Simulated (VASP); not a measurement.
## Au: single point with r2SCAN

Crystal: Au.

```xyz
1
Lattice="0.0000 1.9432 1.9432 1.9432 0.0000 1.9432 1.9432 1.9432 0.0000" Properties=species:S:1:pos:R:3 pbc="T T T"
Au    0.0000    0.0000    0.0000
```

This cell differs from its parent crystal: strain -0.050 along x and y, -0.050 along z.

| Quantity | Value |
| --- | --- |
| Program | VASP 6.6.1 |
| Task | single point |
| Functional | r2SCAN |
| Potentials or basis | VASP PAW PBE potentials, release 64 (Au) |
| Cutoff | 520 eV |
| k mesh | 20 × 20 × 20 |
| Occupations | gaussian, width 0.15 eV |
| Spin | no spin polarisation |

```
Pressure : 47.1 GPa
```

Levels at points of the mesh, in eV from the Fermi level:
```
           k point  band 3  band 4  band 5  band 6  band 7  band 8  band 9  band 10
(0.00, 0.00, 0.00)   -5.93   -5.93   -3.93   -3.93   14.93   19.97   19.97    19.97
(0.50, 0.00, 0.00)   -6.00   -2.31   -2.31   -1.62    4.07   14.47   19.05    19.05
(0.50, 0.50, 0.00)   -2.38   -1.86   -1.86    0.68    7.37   10.93   10.93    19.82
```

Run time: 88 s on 1 thread of AMD EPYC 9R45 96-Core Processor (Zen 5), with other jobs on the host, peak memory 0.13 GiB.

Caveat: the cell differs from its parent crystal (strain -0.050 along x and y, -0.050 along z); the PAW data sets were made with another functional, which shifts forces and pressure a little; spin-orbit coupling is left out, which moves the levels of the heavy elements.
